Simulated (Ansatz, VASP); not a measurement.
# Two plane-wave programs on BO

```
B O
1.0
     1.32908    0.76735    2.24623
    -1.32908    0.76735    2.24623
     0.00000   -1.53469    2.24623
B O
1 1
Direct
  0.24217 0.24217 0.24217
  0.00000 0.00000 0.00000
```

Alike in both runs: task single point; functional PBE; k mesh 6 × 6 × 6; occupations gaussian, width 0.1 eV; no spin polarisation.

|  | VASP | Ansatz |
| --- | --- | --- |
| version | VASP 6.6.1 | Ansatz 0.2.0 |
| potentials or method | VASP PAW PBE potentials, release 64 (B, O), cutoff 520 eV | scalar-relativistic, plane waves, PAW |
| valence electrons in the cell | 9 | 9 |

```csv
,VASP,Ansatz,Ansatz less VASP
gap on the k mesh at the Fermi level (eV),none,none,-
pressure (GPa),20.0,20.0,+0.01
"traceless stress, the component that is largest in VASP (GPa)",12.49,12.40,-0.092
rms of the force components (eV/Å),0.035,0.035,-0.0002
```

Atom by atom the forces differ by 0.000 eV/Å (rms over components). A gap of «none» marks a metal or a gap that the smearing closes.

The k mesh is coarse, so the values compare programs but aren't converged.
